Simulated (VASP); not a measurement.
# ScPt3 (Pm-3m) in VASP: further runs

ScPt3 is run at these levels: LDA; tasks: single point.

Everything below comes from runs of VASP 6.6.1. Logs are shortened: lines on timing, memory, paths and dates and some standing lists are left out, and cuts for length are marked.

### 1 The cell of the first run

The structure is cubic, space group Pm-3m (No. 221). Conventional cell: a = 3.958 Å, b = 3.958 Å, c = 3.958 Å, α = 90.00°, β = 90.00°, γ = 90.00°. Within 3.7 Å of Sc (site symmetry m-3m) lie 12 Pt at 2.80 Å. Within 3.7 Å of Pt (site symmetry 4/mmm) lie 4 Sc at 2.80 Å and 8 Pt at 2.80 Å.

### 2 Single point, LDA

INCAR reads:

```
  ALGO = Normal
  EDIFF = 1E-6
  ENCUT = 500
  GGA = CA
  GGA_COMPAT = F
  ISIF = 2
  ISMEAR = 1
  LASPH = T
  LCHARG = F
  LREAL = F
  LWAVE = F
  NBANDS = 28
  NELM = 120
  PREC = Accurate
  SIGMA = 0.1
```

KPOINTS reads:

```
k-points
0
Gamma
  5 5 5
```

POSCAR reads:

```
ScPt3
1.0
    3.9580000000      0.0000000000      0.0000000000
    0.0000000000      3.9580000000      0.0000000000
    0.0000000000      0.0000000000      3.9580000000
Sc Pt
1 3
Direct
    0.0000000000      0.0000000000      0.0000000000
    0.0000000000      0.5000000000      0.5000000000
    0.5000000000      0.0000000000      0.5000000000
    0.5000000000      0.5000000000      0.0000000000
```

Potentials or basis: VASP PAW LDA potentials, release 64 (Sc_sv, Pt).

The run is started by

```
> cat potpaw_LDA.64/Sc_sv/POTCAR potpaw_LDA.64/Pt/POTCAR > POTCAR
> mpirun -np 1 vasp_std > vasp.out
```

OUTCAR:

```text
EDIFF = 1E-6
   ENCUT = 500
   GGA = CA
   ISIF = 2
   ISMEAR = 1
   LASPH = T
   LREAL = F
   NELM = 120
   PREC = Accurate

 ion  position               nearest neighbor table
   1  0.000  0.000  0.000-   2 2.80   3 2.80   4 2.80   2 2.80   3 2.80   2 2.80   4 2.80   2 2.80
                             3 2.80   4 2.80   3 2.80   4 2.80
   2  0.000  0.500  0.500-   1 2.80   3 2.80   4 2.80   1 2.80   4 2.80   1 2.80   3 2.80   1 2.80
                             3 2.80   4 2.80   4 2.80   3 2.80
   3  0.500  0.000  0.500-   1 2.80   2 2.80   4 2.80   1 2.80   4 2.80   2 2.80   4 2.80   4 2.80
                             1 2.80   2 2.80   1 2.80   2 2.80
   4  0.500  0.500  0.000-   1 2.80   2 2.80   3 2.80   2 2.80   3 2.80   1 2.80   3 2.80   3 2.80
                             1 2.80   2 2.80   2 2.80   1 2.80

  LATTYP: Found a simple cubic cell.
 ALAT       =     3.9580000000

  Lattice vectors:

 A1 = (   3.9580000000,   0.0000000000,   0.0000000000)
 A2 = (   0.0000000000,   3.9580000000,   0.0000000000)
 A3 = (   0.0000000000,   0.0000000000,   3.9580000000)

Analysis of symmetry for initial positions (statically):
=====================================================================
 Subroutine PRICEL returns:
 Original cell was already a primitive cell.

 Routine SETGRP: Setting up the symmetry group for a
 simple cubic supercell.

 Subroutine GETGRP returns: Found 48 space group operations
 (whereof 48 operations were pure point group operations)
 out of a pool of 48 trial point group operations.

The static configuration has the point symmetry O_h .

Analysis of symmetry for dynamics (positions and initial velocities):
=====================================================================
 Subroutine PRICEL returns:
 Original cell was already a primitive cell.

 Routine SETGRP: Setting up the symmetry group for a
 simple cubic supercell.

 Subroutine GETGRP returns: Found 48 space group operations
 (whereof 48 operations were pure point group operations)
 out of a pool of 48 trial point group operations.

The dynamic configuration has the point symmetry O_h .

 Subroutine INISYM returns: Found 48 space group operations
 (whereof 48 operations are pure point group operations),
 and found     1 'primitive' translations

----------------------------------------------------------------------------------------

                                     Primitive cell

  volume of cell :      62.0051

  direct lattice vectors                    reciprocal lattice vectors
     3.958000000  0.000000000  0.000000000     0.252652855  0.000000000  0.000000000
     0.000000000  3.958000000  0.000000000     0.000000000  0.252652855  0.000000000
     0.000000000  0.000000000  3.958000000     0.000000000  0.000000000  0.252652855

  length of vectors
     3.958000000  3.958000000  3.958000000     0.252652855  0.252652855  0.252652855

  position of ions in fractional coordinates (direct lattice)
     0.000000000  0.000000000  0.000000000
     0.000000000  0.500000000  0.500000000
     0.500000000  0.000000000  0.500000000
     0.500000000  0.500000000  0.000000000

  ion indices of the primitive-cell ions
   primitive index   ion index
                 1           1
                 2           2
                 3           3
                 4           4

----------------------------------------------------------------------------------------

 KPOINTS: k-points

Automatic generation of k-mesh.
 Grid dimensions read from file:
 generate k-points for:    5    5    5

 Generating k-lattice:

  Cartesian coordinates                     Fractional coordinates (reciprocal lattice)
     0.050530571  0.000000000  0.000000000     0.200000000  0.000000000  0.000000000
     0.000000000  0.050530571  0.000000000     0.000000000  0.200000000  0.000000000
     0.000000000  0.000000000  0.050530571     0.000000000  0.000000000  0.200000000

  Length of vectors
     0.050530571  0.050530571  0.050530571

  Shift w.r.t. Gamma in fractional coordinates (k-lattice)
     0.000000000  0.000000000  0.000000000

 Subroutine IBZKPT returns following result:
 ===========================================

 Found     10 irreducible k-points:

 Following reciprocal coordinates:
            Coordinates               Weight
  0.000000  0.000000  0.000000      1.000000
  0.200000  0.000000  0.000000      6.000000
  0.400000  0.000000  0.000000      6.000000
  0.200000  0.200000  0.000000     12.000000
  0.400000  0.200000  0.000000     24.000000
  0.400000  0.400000  0.000000     12.000000
  0.200000  0.200000  0.200000      8.000000
  0.400000  0.200000  0.200000     24.000000
  0.400000  0.400000  0.200000     24.000000
  0.400000  0.400000  0.400000      8.000000
   k-points           NKPTS =     10   k-points in BZ     NKDIM =     10   number of bands    NBANDS=     28
   number of dos      NEDOS =    301   number of ions     NIONS =      4
   total plane-waves  NPLWV =  27000
   dimension x,y,z NGX =    30 NGY =   30 NGZ =   30
   dimension x,y,z NGXF=    60 NGYF=   60 NGZF=   60
   ions per type =               1   3
   NGX,Y,Z   is equivalent  to a cutoff of  12.60, 12.60, 12.60 a.u.
   NGXF,Y,Z  is equivalent  to a cutoff of  25.20, 25.20, 25.20 a.u.
 SYSTEM =  unknown system
   PREC   = accura    normal or accurate (medium, high low for compatibility)
   ISTART =      0    job   : 0-new  1-cont  2-samecut
   ICHARG =      2    charge: 1-file 2-atom 10-const
   ISPIN  =      1    spin polarized calculation?
   LNONCOLLINEAR =      F non collinear calculations
   LSORBIT =      F    spin-orbit coupling
   LASPH  =      T    aspherical Exc in radial PAW
   ENCUT  =  500.0 eV  36.75 Ry    6.06 a.u.   7.22  7.22  7.22*2*pi/ulx,y,z
   NELM   =    120;   NELMIN=  2; NELMDL= -5     # of ELM steps
   EDIFF  = 0.1E-05   stopping-criterion for ELM
   LREAL  =      F    real-space projection
   EDIFFG = 0.1E-04   stopping-criterion for IOM
   NSW    =      0    number of steps for IOM
   IBRION =     -1    ionic relax: 0-MD 1-quasi-New 2-CG
   NFREE  =      0    steps in history (QN), initial steepest desc. (CG)
   ISIF   =      2    stress and relaxation
   ISYM   =      2    0-nonsym 1-usesym 2-fastsym
   POTIM  = 0.5000    time-step for ionic-motion
   TEBEG  =    0.0;   TEEND  =   0.0 temperature during run
   PSTRESS=    0.0 pullay stress
   NELECT =      41.0000    total number of electrons
   NUPDOWN=      -1.0000    fix difference up-down
   EMIN   =  10.00;   EMAX   =-10.00  energy-range for DOS
   EFERMI =   0.00;   METHOD = LEGACY
   ISMEAR =     1;   SIGMA  =   0.10  broadening in eV -4-tet -1-fermi 0-gaus
   EFERMI_NEDOS =   21; number of points for ismear=-14 and -15
   IALGO  =     38    algorithm
   IMIX   =      4    mixing-type and parameters
     AMIX     =   0.40;   BMIX     =  1.00
     AMIX_MAG =   1.60;   BMIX_MAG =  1.00
  volume/ion in A,a.u.               =      15.50       104.61
  Fermi-wavevector in a.u.,A,eV,Ry     =   1.426243  2.695209 27.676568  2.034170
  Thomas-Fermi vector in A             =   2.546541
   LORBIT       =      0    0 simple, 1 ext, 2 COOP (PROOUT), +10 PAW based schemes
   GGA     = CA    functional components
   LHFCALC =     F    Hartree Fock is set to
   AEXX    =    0.0000 exact exchange contribution
   IVDW    =     0    specifies the selected vdW correction
   LEPSILON=     F    determine dielectric tensor
   LRPA    =     F    only Hartree local field effects (RPA)
 non-spin polarized calculation
 Methfessel and Paxton  Order N= 1 SIGMA  =   0.10
  energy-cutoff  :      500.00
  volume of cell :       62.01
 maximum number of plane-waves:      1594
 NGX is ok and might be reduce to    30
   NGX = 15   NGY = 15   NGZ = 15

 number of electron      41.0000011 magnetization

 Free energy of the ion-electron system (eV)
  ---------------------------------------------------
  ext. energy  EPLUGINS =         0.00000000
  ---------------------------------------------------
  free energy    TOTEN  =       -33.58740320 eV

  energy without entropy =      -33.58724609  energy(sigma->0) =      -33.58735083

 E-fermi :   9.6493     XC(G=0): -13.2029

 val. band max:        9.6466223907   @ k =   0.4000   0.4000   0.4000
 cond. band min:       9.7118626450   @ k =   0.4000   0.4000   0.4000
 fundamental gap:      0.0652402543
 Fermi energy:         9.6493461159

 k-point     1 :       0.0000    0.0000    0.0000
  band No.  band energies     occupation
      1     -38.8288      2.00000
      2     -17.8366      2.00000
      3     -17.8366      2.00000
      4     -17.8366      2.00000
      5       0.4772      2.00000
      6       3.2780      2.00000
[... 20 lines left out ...]
     27      13.9864      0.00000
     28      13.9864      0.00000

 k-point     2 :       0.2000    0.0000    0.0000
  band No.  band energies     occupation
      1     -38.8274      2.00000
      2     -17.8580      2.00000
      3     -17.8398      2.00000
      4     -17.8398      2.00000
      5       0.9866      2.00000
      6       3.5811      2.00000
[... 20 lines left out ...]
     27      15.0103      0.00000
     28      15.0103      0.00000

 k-point     3 :       0.4000    0.0000    0.0000
  band No.  band energies     occupation
      1     -38.8252      2.00000
      2     -17.8922      2.00000
      3     -17.8448      2.00000
      4     -17.8448      2.00000
      5       2.2438      2.00000
      6       3.9088      2.00000
[... 20 lines left out ...]
     27      16.6158      0.00000
     28      17.3778      0.00000

 k-point     4 :       0.2000    0.2000    0.0000
  band No.  band energies     occupation
      1     -38.8263      2.00000
      2     -17.8636      2.00000
      3     -17.8523      2.00000
      4     -17.8427      2.00000
      5       1.4562      2.00000
      6       3.8766      2.00000
[... 144 lines left out ...]
     27      15.6384      0.00000
     28      15.7077      0.00000

 k-point     9 :       0.4000    0.4000    0.2000
  band No.  band energies     occupation
      1     -38.8234      2.00000
      2     -17.8775      2.00000
      3     -17.8721      2.00000
      4     -17.8563      2.00000
      5       3.2536      2.00000
      6       3.8990      2.00000
[... 20 lines left out ...]
     27      14.4473      0.00000
     28      14.8865      0.00000

 k-point    10 :       0.4000    0.4000    0.4000
  band No.  band energies     occupation
      1     -38.8234      2.00000
      2     -17.8701      2.00000
      3     -17.8639      2.00000
      4     -17.8639      2.00000
      5       3.0582      2.00000
      6       3.3963      2.00000
[... 20 lines left out ...]
     27      13.7098      0.00000
     28      13.7098      0.00000

------------------------ aborting loop because EDIFF is reached ----------------------------------------

  FORCE on cell =-STRESS in cart. coord.  units (eV):
  Direction    XX          YY          ZZ          XY          YZ          ZX
  --------------------------------------------------------------------------------------
  -------------------------------------------------------------------------------------
  Total       -1.8391942     -1.8391942     -1.8391942      0.0000000     -0.0000000      0.0000000
  in kB      -47.5237605    -47.5237605    -47.5237605      0.0000000     -0.0000000      0.0000000
  external PRESSURE =     -47.5237605 kB  Pullay stress =       0.0000000 kB

 VOLUME and BASIS-vectors are now :
 -----------------------------------------------------------------------------
  energy-cutoff  :      500.00
  volume of cell :       62.01
      direct lattice vectors                 reciprocal lattice vectors
     3.958000000  0.000000000  0.000000000     0.252652855  0.000000000  0.000000000
     0.000000000  3.958000000  0.000000000     0.000000000  0.252652855  0.000000000
     0.000000000  0.000000000  3.958000000     0.000000000  0.000000000  0.252652855

 POSITION                                       TOTAL-FORCE (eV/Angst)
 -----------------------------------------------------------------------------------
      0.00000      0.00000      0.00000         0.000000      0.000000      0.000000
      0.00000      1.97900      1.97900         0.000000      0.000000      0.000000
      1.97900      0.00000      1.97900         0.000000      0.000000      0.000000
      1.97900      1.97900      0.00000         0.000000      0.000000      0.000000
 -----------------------------------------------------------------------------------
    total drift:                                0.000000      0.000000     -0.000000

  FREE ENERGIE OF THE ION-ELECTRON SYSTEM (eV)
  ---------------------------------------------------
  free  energy   TOTEN  =       -33.5874031964 eV

  energy  without entropy=      -33.5872460873  energy(sigma->0) =      -33.58735083
```

It took 12 s on 1 thread of AMD EPYC 9R45 (Zen 5), shared host; peak memory 0.12 GiB.

Results:

```
Free energy : -33.5874 eV
Pressure    : -4.8 GPa
```

Caveat: spin-orbit coupling is left out, which moves the levels of the heavy elements.

### 3 Single point, LDA

INCAR reads:

```
SYSTEM = ScPt3
PREC     = Accurate       ! precision mode
ENCUT    = 500            ! plane-wave cutoff, eV
EDIFF    = 1E-6           ! SCF threshold, eV
ISMEAR   = 1              ! smearing method
SIGMA    = 0.1            ! smearing width, eV
LREAL    = .False.        ! projectors in reciprocal space
LASPH    = .True.         ! aspherical terms in the spheres
NELM     = 120            ! most SCF steps
ALGO     = Normal         ! electronic algorithm
ISIF     = 2              ! what is computed and relaxed
LWAVE    = .False.        ! write WAVECAR
LCHARG   = .False.        ! write CHGCAR
NBANDS   = 28             ! bands
GGA_COMPAT= .False.
```

KPOINTS reads:

```
Automatic mesh
0
Gamma
  5 5 5
  0 0 0
```

POSCAR is that of step 2.

Potentials or basis: VASP PAW LDA potentials, release 64 (Sc_sv, Pt).

The run is started by

```
> cat potpaw_LDA.64/Sc_sv/POTCAR potpaw_LDA.64/Pt/POTCAR > POTCAR
> mpirun -np 1 vasp_std > vasp.out
```

It took 11 s on 1 thread of AMD EPYC 9R45 (Zen 5), shared host; peak memory 0.12 GiB.

Results (log left out):

- Free energy: -33.5874 eV
- Pressure: -4.8 GPa

Levels at points of the mesh, in eV from the Fermi level:
| k point | band 17 | band 18 | band 19 | band 20 | band 21 | band 22 | band 23 | band 24 |
| --- | --- | --- | --- | --- | --- | --- | --- | --- |
| (0.00, 0.00, 0.00) | -0.01 | 0.49 | 0.49 | 0.49 | 2.40 | 2.40 | 2.40 | 3.26 |

Caveat: spin-orbit coupling is left out, which moves the levels of the heavy elements.
